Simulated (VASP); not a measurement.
A run of VASP 6.6.1 is set up as follows.

INCAR

```
  PREC = Accurate
  ENCUT = 600
  EDIFF = 1E-6
  ISMEAR = 0
  SIGMA = 0.1
  LREAL = F
  LASPH = T
  NELM = 120
  ALGO = Normal
  ISIF = 2
  LWAVE = F
  LCHARG = T
  GGA = PE
  LELF = T
  LVHAR = T
  NBANDS = 14
  GGA_COMPAT = F
```

Contents of KPOINTS:

```
regular mesh
0
Gamma
  6 6 6
```

Contents of POSCAR:

```
AlO2
1.0
    0.0000000000      2.7461020100      2.7461020100
    2.7461020100      0.0000000000      2.7461020100
    2.7461020100      2.7461020100      0.0000000000
Al O
1 2
Direct
    0.5000000000      0.5000000000      0.5000000000
    0.0000000000      0.0000000000      0.0000000000
    0.2500000000      0.2500000000      0.2500000000
```

Potentials or basis: VASP PAW PBE potentials, release 64 (Al, O).

The run is started by

```sh
$ cat potpaw_PBE.64/Al/POTCAR potpaw_PBE.64/O/POTCAR > POTCAR
$ mpirun -np 1 vasp_std > vasp.out
```

Q: Estimate the pressure.

A: -26.5 GPa.

Caveat: an odd number of electrons without spin polarisation forces a metal; a magnetic or distorted state may lie lower.
